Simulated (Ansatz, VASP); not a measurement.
Yb: VASP beside Ansatz

```xyz
1
Lattice="0.0000 2.6521 2.6521 2.6521 0.0000 2.6521 2.6521 2.6521 0.0000" Properties=species:S:1:pos:R:3 pbc="T T T"
Yb    0.0000    0.0000    0.0000
```

Alike in both runs: functional BLYP; k mesh 10 × 10 × 10; occupations fermi-dirac, width 0.1 eV; no spin polarisation.

Ansatz relaxed the structure, and its values are those at the end. VASP's run is a single point on that final structure, the one shown.

|  | VASP | Ansatz |
| --- | --- | --- |
| version | VASP 6.6.1 | Ansatz 0.2.0 |
| potentials or method | VASP PAW PBE potentials, release 64 (Yb), cutoff 520 eV | plane waves (420 eV) with PAW, scalar-relativistic |
| valence electrons in the cell | 24 | 24 |

|  | VASP | Ansatz | Ansatz less VASP |
| --- | --- | --- | --- |
| pressure (GPa) | 0.0 | 0.0 | +0.03 |

VASP's potentials were made for PBE, not for BLYP. The functional is the same, so the differences come from potentials, cutoffs and numerics.

Spin-orbit coupling is off throughout.
